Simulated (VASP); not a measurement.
Here is a VASP 6.6.1 calculation.

File INCAR:

```
SYSTEM = Os
PREC = Accurate
ENCUT = 600
EDIFF = 1E-6
ISMEAR = -1
SIGMA = 0.05
LREAL = .False.
LASPH = .True.
NELM = 100
ALGO = Normal
ISIF = 3
LWAVE = .False.
LCHARG = .False.
GGA = PS
IBRION = 2
NSW = 100
EDIFFG = -0.002
PSTRESS = 10.0
```

The input KPOINTS:

```
regular mesh
0
Gamma
  20 20 12
  0 0 0
```

File POSCAR:

```
Os
1.0
    2.7290853742      0.0000000000      0.0000000000
   -1.3645426871      2.3634572631      0.0000000000
    0.0000000000      0.0000000000      4.3069776558
Os
2
Direct
    0.3333333333      0.6666666667      0.2500000000
    0.6666666667      0.3333333333      0.7500000000
```

Potentials or basis: VASP PAW PBE potentials, release 64 (Os).

The run is started by

```console
$ cat potpaw_PBE.64/Os/POTCAR > POTCAR
$ mpirun -np 1 vasp_std > vasp.out
```

Task: Estimate the space group after relaxing (to 0.1 Å).

Result: P6_3/mmc (No. 194).

Task: Predict the relaxed cell.

Result: a = 2.728 Å, b = 2.728 Å, c = 4.306 Å, α = 90.00°, β = 90.00°, γ = 120.00°.

Task: Predict the relaxed volume.

Result: 13.88 Å³/atom.

Task: Predict the band gap on the k mesh.

Result: Zero (bands 8 and 9 overlap by 4.02 eV).

Step by step:
```
step  energy change (eV)  largest force (eV/Å)  pressure (GPa)  volume (Å³)
   1              0.0000                0.0000            0.62        27.78
   2              0.0014                0.0000            2.76        27.65
   3              0.0001                0.0000            1.02        27.76
   4              0.0001                0.0000            1.00        27.76
```

Caveat: the cell is relaxed towards a set pressure, so the run minimises the enthalpy, not the energy; the PAW data sets were made with another functional, which shifts forces and pressure a little; spin-orbit coupling is left out, which moves the levels of the heavy elements.
